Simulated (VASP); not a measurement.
# SrO (P6_3mc) in VASP: notebook, part 2 of 2

VASP 6.6.1. The steps go on from the part before.

### Step 5. Single point, PBE

This run uses another cell than the first one, of 20.40 Å³/atom, 1.064 times its volume.

Input file INCAR:

```
SYSTEM = SrO
ALGO = Normal ; EDIFF = 1E-7
ENCUT = 520 ; GGA = PE
ISIF = 2 ; ISMEAR = -1
LASPH = .TRUE. ; LCHARG = .TRUE.
LELF = .TRUE. ; LREAL = .FALSE.
LVHAR = .TRUE. ; LWAVE = .FALSE.
NBANDS = 24 ; NELM = 100
PREC = Accurate ; SIGMA = 0.05
```

Input file KPOINTS:

```
k-points
0
G
  7 7 5
  0 0 0
```

Input file POSCAR:

```
SrO
1.0
    4.2754662656      0.0000000000      0.0000000000
   -2.1377331328      3.7026623990      0.0000000000
    0.0000000000      0.0000000000      5.1555949900
Sr O
2 2
Direct
    0.6666666667      0.3333333333      0.4381277000
    0.3333333333      0.6666666667      0.9381277000
    0.6666666667      0.3333333333      0.9368723000
    0.3333333333      0.6666666667      0.4368723000
```

Potentials or basis: VASP PAW PBE potentials, release 64 (Sr_sv, O).

Started as:

```console
$ cat potpaw_PBE.64/Sr_sv/POTCAR potpaw_PBE.64/O/POTCAR > POTCAR
$ mpirun -np 1 vasp_std > vasp.out
```

OUTCAR:

```text
SYSTEM = SrO
   EDIFF = 1E-7
   ENCUT = 520
   GGA = PE
   ISIF = 2
   ISMEAR = -1
   LASPH = .TRUE.
   LREAL = .FALSE.
   NELM = 100
   PREC = Accurate

 ion  position               nearest neighbor table
   1  0.667  0.333  0.438-   4 2.47   4 2.47   4 2.47   3 2.57   3 2.58   2 3.57   2 3.57   2 3.57
                             2 3.57   2 3.57   2 3.57
   2  0.333  0.667  0.938-   3 2.47   3 2.47   3 2.47   4 2.57   4 2.58   1 3.57   1 3.57   1 3.57
                             1 3.57   1 3.57   1 3.57
   3  0.667  0.333  0.937-   2 2.47   2 2.47   2 2.47   1 2.57   1 2.58
   4  0.333  0.667  0.437-   1 2.47   1 2.47   1 2.47   2 2.57   2 2.58

  LATTYP: Found a hexagonal cell.
 ALAT       =     4.2754662656
 C/A-ratio  =     1.2058556119

  Lattice vectors:

 A1 = (   4.2754662656,   0.0000000000,   0.0000000000)
 A2 = (  -2.1377331328,   3.7026623990,   0.0000000000)
 A3 = (   0.0000000000,   0.0000000000,   5.1555949900)

Analysis of symmetry for initial positions (statically):
=====================================================================
 Subroutine PRICEL returns:
 Original cell was already a primitive cell.

[... 174 lines left out ...]
 E-fermi :   1.8391     XC(G=0):  -8.9394

 val. band max:        0.7629536866   @ k =   0.0000   0.0000   0.0000
 cond. band min:       3.3908538378   @ k =   0.0000   0.0000   0.0000
 fundamental gap:      2.6279001511
 Fermi energy:         1.8390907477

 k-point     1 :       0.0000    0.0000    0.0000
  band No.  band energies     occupation
      1     -31.6573      2.00000
      2     -31.4925      2.00000
      3     -14.2723      2.00000
      4     -14.2678      2.00000
      5     -14.1820      2.00000
      6     -13.7947      2.00000
[... 637 lines left out ...]
     23       9.8697      0.00000
     24       9.8817      0.00000

------------------------ aborting loop because EDIFF is reached ----------------------------------------

  FORCE on cell =-STRESS in cart. coord.  units (eV):
  Direction    XX          YY          ZZ          XY          YZ          ZX
  --------------------------------------------------------------------------------------
  -------------------------------------------------------------------------------------
  Total        0.6425510      0.6425510      0.8026851      0.0000000      0.0000000     -0.0000000
  in kB       12.6136803     12.6136803     15.7572130      0.0000000      0.0000000     -0.0000000
  external PRESSURE =      13.6615245 kB  Pullay stress =       0.0000000 kB

 VOLUME and BASIS-vectors are now :
 -----------------------------------------------------------------------------
  energy-cutoff  :      520.00
  volume of cell :       81.62
      direct lattice vectors                 reciprocal lattice vectors
     4.275466266  0.000000000  0.000000000     0.233892618  0.135037966  0.000000000
    -2.137733133  3.702662399  0.000000000     0.000000000  0.270075932  0.000000000
     0.000000000  0.000000000  5.155594990     0.000000000  0.000000000  0.193964034

 POSITION                                       TOTAL-FORCE (eV/Angst)
 -----------------------------------------------------------------------------------
      2.13773      1.23422      2.25881         0.000000     -0.000000     -0.014072
     -0.00000      2.46844      4.83661        -0.000000      0.000000     -0.014072
      2.13773      1.23422      4.83013         0.000000     -0.000000      0.014072
     -0.00000      2.46844      2.25234        -0.000000      0.000000      0.014072
 -----------------------------------------------------------------------------------
    total drift:                               -0.000000      0.000000      0.000361

  FREE ENERGIE OF THE ION-ELECTRON SYSTEM (eV)
  ---------------------------------------------------
  free  energy   TOTEN  =       -23.8988380325 eV

  energy  without entropy=      -23.8988380325  energy(sigma->0) =      -23.89883803
```

OSZICAR:

```text
N       E                     dE             d eps       ncg     rms          rms(c)
DAV:   1     0.193918780982E+03    0.19392E+03   -0.16275E+04  1152   0.125E+03
DAV:   2    -0.153081359167E+02   -0.20923E+03   -0.19538E+03  1608   0.288E+02
DAV:   3    -0.292258903259E+02   -0.13918E+02   -0.13825E+02  1760   0.684E+01
DAV:   4    -0.296791405145E+02   -0.45325E+00   -0.45291E+00  1672   0.996E+00
DAV:   5    -0.296848480737E+02   -0.57076E-02   -0.57074E-02  1616   0.107E+00    0.238E+01
DAV:   6    -0.242001757076E+02    0.54847E+01   -0.26017E+01  1304   0.265E+01    0.286E+01
DAV:   7    -0.240029456348E+02    0.19723E+00   -0.19394E+00  1568   0.796E+00    0.168E+01
DAV:   8    -0.238920179265E+02    0.11093E+00   -0.52769E-01  1352   0.499E+00    0.254E+00
DAV:   9    -0.238910913506E+02    0.92658E-03   -0.51741E-02  1640   0.143E+00    0.504E-01
DAV:  10    -0.238979821744E+02   -0.68908E-02   -0.67660E-03  1208   0.488E-01    0.200E-01
DAV:  11    -0.238985182273E+02   -0.53605E-03   -0.19785E-03  1528   0.235E-01    0.116E-01
DAV:  12    -0.238988371442E+02   -0.31892E-03   -0.53916E-04  1224   0.122E-01    0.322E-02
DAV:  13    -0.238988371891E+02   -0.44924E-07   -0.26808E-05  1616   0.295E-02    0.158E-02
DAV:  14    -0.238988379511E+02   -0.76194E-06   -0.78873E-06  1392   0.165E-02    0.200E-03
DAV:  15    -0.238988380325E+02   -0.81420E-07   -0.88542E-07  1512   0.449E-03
   1 F= -.23898838E+02 E0= -.23898838E+02  d E =-.201423E-10
```

Wall time 55 s (1 thread of Intel Xeon 8259CL, shared host); peak memory 0.21 GiB.

Results:

```
Free energy            : -23.8988 eV
Pressure               : 1.4 GPa
Largest force          : 0.014 eV/Å
Band gap on the k mesh : 2.63 eV, direct
```

Forces in eV/Å, atoms in the order of the input:
```
Sr   0.000  0.000 -0.014
Sr   0.000  0.000 -0.014
O    0.000  0.000  0.014
O    0.000  0.000  0.014
```

Stress tensor (GPa, compression positive):
```
1.26 0.00 0.00
0.00 1.26 0.00
0.00 0.00 1.58
```

A k mesh can miss the band edges.

### Step 6. Overview

| cell | gap on the mesh (eV) | pressure (GPa) | largest force (eV/Å) |
| --- | --- | --- | --- |
| a = 4.188, b = 4.188, c = 5.050 Å, angles 90.0, 90.0, 120.0°, 4 atoms | 2.82 | 6.7 | 0.02 |
| a = 4.218, b = 4.218, c = 5.086 Å, angles 90.0, 90.0, 120.0°, 4 atoms | 2.76 | 4.7 | 0.02 |
| a = 4.247, b = 4.247, c = 5.121 Å, angles 90.0, 90.0, 120.0°, 4 atoms | 2.69 | 2.9 | 0.02 |
| a = 4.275, b = 4.275, c = 5.156 Å, angles 90.0, 90.0, 120.0°, 4 atoms | 2.63 | 1.4 | 0.01 |

Alike in all rows: task single point; level PBE; potentials or basis VASP PAW PBE potentials, release 64 (Sr_sv, O); no spin polarisation; k mesh 7 × 7 × 5; cutoff (eV) 520; smearing fermi-dirac 0.05 eV.

Absolute energies hang on the potentials; compare differences alone.
